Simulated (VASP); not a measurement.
# ZrC in VASP: further runs

Runs on ZrC. Level: PBE. Tasks: single point.

Everything below comes from runs of VASP 6.6.1. Logs are shortened: lines on timing, memory, paths and dates and some standing lists are left out, and cuts for length are marked.

## 1. The cell of the first run

It takes space group Fm-3m (No. 225, cubic). Conventional cell: a = 4.709 Å, b = 4.709 Å, c = 4.709 Å, α = 90.00°, β = 90.00°, γ = 90.00°. Within 3.1 Å of Zr (site symmetry m-3m) lie 6 C at 2.35 Å. Within 3.1 Å of C (site symmetry m-3m) lie 6 Zr at 2.35 Å.

## 2. Single point, PBE, collinear spin

Input file INCAR:

```
PREC = Accurate
ENCUT = 520
EDIFF = 1E-6
ISMEAR = 0
SIGMA = 0.1
LREAL = False
LASPH = True
NELM = 150
ALGO = Normal
ISIF = 2
LWAVE = False
LCHARG = True
ISPIN = 2
MAGMOM = 1 0
LORBIT = 11
LMAXMIX = 4
GGA = PE
LELF = True
LVHAR = True
NBANDS = 19
```

Input file KPOINTS:

```
regular mesh
0
Gamma
  6 6 6
```

Input file POSCAR:

```
ZrC
1.0
    0.0000000000      2.3543208051      2.3543208051
    2.3543208051      0.0000000000      2.3543208051
    2.3543208051      2.3543208051      0.0000000000
Zr C
1 1
Direct
    0.5000000000      0.5000000000      0.5000000000
    0.0000000000      0.0000000000      0.0000000000
```

Potentials or basis: VASP PAW PBE potentials, release 64 (Zr_sv, C).

On the command line:

```bash
> cat potpaw_PBE.64/Zr_sv/POTCAR potpaw_PBE.64/C/POTCAR > POTCAR
> mpirun -np 1 vasp_std > vasp.out
```

OUTCAR:

```text
PREC = Accurate
   ENCUT = 520
   EDIFF = 1E-6
   ISMEAR = 0
   LREAL = False
   LASPH = True
   NELM = 150
   ISIF = 2
   ISPIN = 2
   LORBIT = 11
   GGA = PE

 ion  position               nearest neighbor table
   1  0.500  0.500  0.500-   2 2.35   2 2.35   2 2.35   2 2.35   2 2.35   2 2.35
   2  0.000  0.000  0.000-   1 2.35   1 2.35   1 2.35   1 2.35   1 2.35   1 2.35

  LATTYP: Found a face centered cubic cell.
 ALAT       =     4.7086416102

  Lattice vectors:

 A1 = (   0.0000000000,   2.3543208051,   2.3543208051)
 A2 = (   2.3543208051,   0.0000000000,   2.3543208051)
 A3 = (   2.3543208051,   2.3543208051,   0.0000000000)

Analysis of symmetry for initial positions (statically):
=====================================================================
 Subroutine PRICEL returns:
 Original cell was already a primitive cell.

 Routine SETGRP: Setting up the symmetry group for a
 face centered cubic supercell.

 Subroutine GETGRP returns: Found 48 space group operations
 (whereof 48 operations were pure point group operations)
 out of a pool of 48 trial point group operations.

The static configuration has the point symmetry O_h .

Analysis of symmetry for dynamics (positions and initial velocities):
=====================================================================
 Subroutine PRICEL returns:
 Original cell was already a primitive cell.

 Routine SETGRP: Setting up the symmetry group for a
 face centered cubic supercell.

 Subroutine GETGRP returns: Found 48 space group operations
 (whereof 48 operations were pure point group operations)
 out of a pool of 48 trial point group operations.

The dynamic configuration has the point symmetry O_h .

Analysis of structural, dynamic, and magnetic symmetry:
=====================================================================
 Subroutine PRICEL returns:
 Original cell was already a primitive cell.

 Routine SETGRP: Setting up the symmetry group for a
 face centered cubic supercell.

 Subroutine GETGRP returns: Found 48 space group operations
 (whereof 48 operations were pure point group operations)
 out of a pool of 48 trial point group operations.

The overall configuration has the point symmetry O_h .

 Subroutine INISYM returns: Found 48 space group operations
 (whereof 48 operations are pure point group operations),
 and found     1 'primitive' translations

----------------------------------------------------------------------------------------

                                     Primitive cell

  volume of cell :      26.0992

  direct lattice vectors                    reciprocal lattice vectors
     0.000000000  2.354320805  2.354320805    -0.212375475  0.212375475  0.212375475
     2.354320805  0.000000000  2.354320805     0.212375475 -0.212375475  0.212375475
     2.354320805  2.354320805  0.000000000     0.212375475  0.212375475 -0.212375475

  length of vectors
     3.329512413  3.329512413  3.329512413     0.367845114  0.367845114  0.367845114

  position of ions in fractional coordinates (direct lattice)
     0.500000000  0.500000000  0.500000000
     0.000000000  0.000000000  0.000000000

  ion indices of the primitive-cell ions
   primitive index   ion index
                 1           1
                 2           2

----------------------------------------------------------------------------------------

 KPOINTS: regular mesh

Automatic generation of k-mesh.
 Grid dimensions read from file:
 generate k-points for:    6    6    6

 Generating k-lattice:

  Cartesian coordinates                     Fractional coordinates (reciprocal lattice)
    -0.035395913  0.035395913  0.035395913     0.166666667  0.000000000  0.000000000
     0.035395913 -0.035395913  0.035395913     0.000000000  0.166666667  0.000000000
     0.035395913  0.035395913 -0.035395913     0.000000000  0.000000000  0.166666667

  Length of vectors
     0.061307519  0.061307519  0.061307519

  Shift w.r.t. Gamma in fractional coordinates (k-lattice)
     0.000000000  0.000000000  0.000000000

 Subroutine IBZKPT returns following result:
 ===========================================

 Found     16 irreducible k-points:

 Following reciprocal coordinates:
            Coordinates               Weight
  0.000000  0.000000  0.000000      1.000000
  0.166667  0.000000  0.000000      8.000000
  0.333333  0.000000  0.000000      8.000000
  0.500000  0.000000  0.000000      4.000000
  0.166667  0.166667  0.000000      6.000000
  0.333333  0.166667  0.000000     24.000000
[... 8 lines left out ...]
 -0.333333  0.333333  0.166667     24.000000
 -0.333333  0.500000  0.166667     12.000000
   k-points           NKPTS =     16   k-points in BZ     NKDIM =     16   number of bands    NBANDS=     19
   number of dos      NEDOS =    301   number of ions     NIONS =      2
   total plane-waves  NPLWV =  21952
   dimension x,y,z NGX =    28 NGY =   28 NGZ =   28
   dimension x,y,z NGXF=    56 NGYF=   56 NGZF=   56
   ions per type =               1   1
   NGX,Y,Z   is equivalent  to a cutoff of  13.98, 13.98, 13.98 a.u.
   NGXF,Y,Z  is equivalent  to a cutoff of  27.96, 27.96, 27.96 a.u.
 SYSTEM =  unknown system
   PREC   = accura    normal or accurate (medium, high low for compatibility)
   ISTART =      0    job   : 0-new  1-cont  2-samecut
   ICHARG =      2    charge: 1-file 2-atom 10-const
   ISPIN  =      2    spin polarized calculation?
   LNONCOLLINEAR =      F non collinear calculations
   LSORBIT =      F    spin-orbit coupling
   LASPH  =      T    aspherical Exc in radial PAW
   ENCUT  =  520.0 eV  38.22 Ry    6.18 a.u.   6.19  6.19  6.19*2*pi/ulx,y,z
   NELM   =    150;   NELMIN=  2; NELMDL= -5     # of ELM steps
   EDIFF  = 0.1E-05   stopping-criterion for ELM
   LREAL  =      F    real-space projection
   EDIFFG = 0.1E-04   stopping-criterion for IOM
   NSW    =      0    number of steps for IOM
   IBRION =     -1    ionic relax: 0-MD 1-quasi-New 2-CG
   NFREE  =      0    steps in history (QN), initial steepest desc. (CG)
   ISIF   =      2    stress and relaxation
   ISYM   =      2    0-nonsym 1-usesym 2-fastsym
   POTIM  = 0.5000    time-step for ionic-motion
   TEBEG  =    0.0;   TEEND  =   0.0 temperature during run
   PSTRESS=    0.0 pullay stress
   NELECT =      16.0000    total number of electrons
   NUPDOWN=      -1.0000    fix difference up-down
   EMIN   =  10.00;   EMAX   =-10.00  energy-range for DOS
   EFERMI =   0.00;   METHOD = LEGACY
   ISMEAR =     0;   SIGMA  =   0.10  broadening in eV -4-tet -1-fermi 0-gaus
   EFERMI_NEDOS =   21; number of points for ismear=-14 and -15
   IALGO  =     38    algorithm
   IMIX   =      4    mixing-type and parameters
     AMIX     =   0.40;   BMIX     =  1.00
     AMIX_MAG =   1.60;   BMIX_MAG =  1.00
  volume/ion in A,a.u.               =      13.05        88.06
  Fermi-wavevector in a.u.,A,eV,Ry     =   1.390718  2.628077 26.314995  1.934098
  Thomas-Fermi vector in A             =   2.514627
   LORBIT       =     11    0 simple, 1 ext, 2 COOP (PROOUT), +10 PAW based schemes
   GGA     = PE    functional components
   LHFCALC =     F    Hartree Fock is set to
   AEXX    =    0.0000 exact exchange contribution
   IVDW    =     0    specifies the selected vdW correction
   LEPSILON=     F    determine dielectric tensor
   LRPA    =     F    only Hartree local field effects (RPA)
 spin polarized calculation
 Gauss-broadening in eV      SIGMA  =   0.10
  energy-cutoff  :      520.00
  volume of cell :       26.10
 maximum number of plane-waves:       725
 NGX is ok and might be reduce to    28
   NGX = 13   NGY = 13   NGZ = 13

 number of electron      16.0000000 magnetization      -0.0002525

 number of electron      16.0000000 magnetization       0.0002958

 Free energy of the ion-electron system (eV)
  ---------------------------------------------------
  ext. energy  EPLUGINS =         0.00000000
  ---------------------------------------------------
  free energy    TOTEN  =       -19.45252015 eV

  energy without entropy =      -19.45189906  energy(sigma->0) =      -19.45220961

 E-fermi :   9.4842     XC(G=0): -12.1059

 val. band max:        9.3214781833   @ k =   0.1667   0.1667   0.0000
 cond. band min:       9.6173943283   @ k =   0.5000   0.5000   0.0000
 fundamental gap:      0.2959161450
 Fermi energy:         9.4841890070

 spin component 1

 k-point     1 :       0.0000    0.0000    0.0000
  band No.  band energies     occupation
      1     -38.5763      1.00000
      2     -16.2903      1.00000
      3     -16.2903      1.00000
      4     -16.2903      1.00000
      5      -1.7264      1.00000
      6      10.4991      0.00000
[... 11 lines left out ...]
     18      31.8846      0.00000
     19      34.8273      0.00000
[... 309 lines left out ...]
 k-point    16 :      -0.3333    0.5000    0.1667
  band No.  band energies     occupation
      1     -38.4446      1.00000
      2     -16.9005      1.00000
      3     -16.6810      1.00000
      4     -16.5851      1.00000
      5      -0.0693      1.00000
      6       7.2969      1.00000
[... 11 lines left out ...]
     18      28.6824      0.00000
     19      29.1363      0.00000
 Fermi energy:         9.4841890070

 spin component 2

 k-point     1 :       0.0000    0.0000    0.0000
  band No.  band energies     occupation
      1     -38.5768      1.00000
      2     -16.2903      1.00000
      3     -16.2903      1.00000
      4     -16.2903      1.00000
      5      -1.7266      1.00000
      6      10.4993      0.00000
[... 11 lines left out ...]
     18      31.8843      0.00000
     19      34.8274      0.00000
[... 309 lines left out ...]
 k-point    16 :      -0.3333    0.5000    0.1667
  band No.  band energies     occupation
      1     -38.4451      1.00000
      2     -16.9006      1.00000
      3     -16.6810      1.00000
      4     -16.5852      1.00000
      5      -0.0691      1.00000
      6       7.2969      1.00000
[... 11 lines left out ...]
     18      28.6823      0.00000
     19      29.1361      0.00000

------------------------ aborting loop because EDIFF is reached ----------------------------------------

  FORCE on cell =-STRESS in cart. coord.  units (eV):
  Direction    XX          YY          ZZ          XY          YZ          ZX
  --------------------------------------------------------------------------------------
  -------------------------------------------------------------------------------------
  Total        0.0492357      0.0492357      0.0492357      0.0000000      0.0000000     -0.0000000
  in kB        3.0224810      3.0224810      3.0224810      0.0000000      0.0000000     -0.0000000
  external PRESSURE =       3.0224810 kB  Pullay stress =       0.0000000 kB

 VOLUME and BASIS-vectors are now :
 -----------------------------------------------------------------------------
  energy-cutoff  :      520.00
  volume of cell :       26.10
      direct lattice vectors                 reciprocal lattice vectors
     0.000000000  2.354320805  2.354320805    -0.212375475  0.212375475  0.212375475
     2.354320805  0.000000000  2.354320805     0.212375475 -0.212375475  0.212375475
     2.354320805  2.354320805  0.000000000     0.212375475  0.212375475 -0.212375475

 POSITION                                       TOTAL-FORCE (eV/Angst)
 -----------------------------------------------------------------------------------
      2.35432      2.35432      2.35432         0.000000     -0.000000     -0.000000
      0.00000      0.00000      0.00000        -0.000000      0.000000      0.000000
 -----------------------------------------------------------------------------------
    total drift:                                0.000000      0.000000      0.000000

  FREE ENERGIE OF THE ION-ELECTRON SYSTEM (eV)
  ---------------------------------------------------
  free  energy   TOTEN  =       -19.4525201467 eV

  energy  without entropy=      -19.4518990647  energy(sigma->0) =      -19.45220961

 total charge

# of ion       s       p       d       tot
------------------------------------------
    1        2.173   6.042   1.618   9.833
    2        0.884   1.475   0.000   2.359
--------------------------------------------------
tot          3.058   7.516   1.618  12.192

 magnetization (x)

# of ion       s       p       d       tot
------------------------------------------
    1       -0.000  -0.000   0.000   0.000
    2        0.000   0.000   0.000   0.000
--------------------------------------------------
tot         -0.000   0.000   0.000   0.000
```

It took 23 s on 1 thread of Intel Xeon Platinum 8259CL at 2.50GHz (Skylake/Cascade Lake), shared host; peak memory 0.17 GiB.

What came out:

| Quantity | Value |
| --- | --- |
| Free energy | -19.4525 eV |
| Pressure | 0.3 GPa |
| Band gap on the k mesh | zero (filled and empty bands overlap) |
| Net moment | 0.00 μB per cell |
| Valence electrons inside the program's atomic spheres | Zr 9.83; C 2.36 |

Levels at points of the mesh, in eV from the Fermi level:
Spin up:
| k point | band 6 | band 7 | band 8 | band 9 | band 10 | band 11 |
| --- | --- | --- | --- | --- | --- | --- |
| (0.00, 0.00, 0.00) | 1.01 | 1.01 | 1.01 | 1.16 | 1.16 | 1.16 |
| (0.50, 0.00, 0.00) | -5.20 | -2.84 | -2.84 | 4.54 | 4.54 | 5.37 |
| (0.50, 0.50, 0.00) | -1.99 | -1.68 | 0.13 | 0.13 | 4.49 | 5.69 |
Spin down:
```tsv
k point	band 5	band 6	band 7	band 8	band 9	band 10	band 11	band 12
(0.00, 0.00, 0.00)	-11.21	1.02	1.02	1.02	1.16	1.16	1.16	2.86
(0.50, 0.00, 0.00)	-8.16	-5.20	-2.84	-2.84	4.54	4.54	5.37	6.58
(0.50, 0.50, 0.00)	-10.04	-1.99	-1.68	0.13	0.13	4.49	5.69	5.69
```

Caveat: the k points lie up to 0.39 Å⁻¹ apart, too coarse for converged energies and pressures of a metal.

(Part 1 of 2 ends here.)
